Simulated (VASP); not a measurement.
Wanted: the native input for a VASP 6.6.1 run.

```
Task                   : single point
Functional             : PBEsol
Potentials or basis    : VASP PAW PBE potentials, release 64 (Bi_d, Se)
Cutoff                 : 520 eV
k mesh                 : 6 × 6 × 6
Occupations            : fermi-dirac, width 0.03 eV
Spin                   : no spin polarisation
Dipole correction      : no
Further INCAR settings : ALGO = Normal; EDIFF = 1e-06; NBANDS = 32
```

The structure of Bi2Se3 lies in POSCAR:

```
Bi2Se3
1.0
    2.1129292827      1.2199002901      9.5453300000
   -2.1129292827      1.2199002901      9.5453300000
    0.0000000000     -2.4398005804      9.5453300000
Bi Se
2 3
Direct
    0.4008000000      0.4008000000      0.4008000000
    0.5992000000      0.5992000000      0.5992000000
    0.0000000000      0.0000000000      0.0000000000
    0.2117000000      0.2117000000      0.2117000000
    0.7883000000      0.7883000000      0.7883000000
```

This cell differs from its parent crystal: equal xx and yy strain of +2 %.

These files were run (other wordings do the same):

INCAR

```
SYSTEM = Bi2Se3
  PREC = Accurate
  ENCUT = 520
  EDIFF = 1E-6
  ISMEAR = -1
  SIGMA = 0.03
  LREAL = .False.
  LASPH = .True.
  NELM = 100
  ALGO = Normal
  ISIF = 2
  LWAVE = .False.
  LCHARG = .False.
  GGA = PS
  NBANDS = 32
```

KPOINTS

```
regular mesh
0
Gamma
  6 6 6
  0 0 0
```

Potentials or basis: VASP PAW PBE potentials, release 64 (Bi_d, Se).

Command:

```sh
$ cat potpaw_PBE.64/Bi_d/POTCAR potpaw_PBE.64/Se/POTCAR > POTCAR
$ mpirun -np 1 vasp_std > vasp.out
```

Results of the run:

The pressure is -2.6 GPa, the largest force is 0.147 eV/Å and the band gap on the k mesh is 0.11 eV.

Caveat: the cell differs from its parent crystal (equal xx and yy strain of +2 %); the PAW data sets were made with another functional, which shifts forces and pressure a little; spin-orbit coupling is left out, which moves the levels of the heavy elements.

Run time: 14 min on 1 thread of Intel(R) Xeon(R) Platinum 8488C (Sapphire Rapids), with other jobs on the host, peak memory 0.93 GiB.
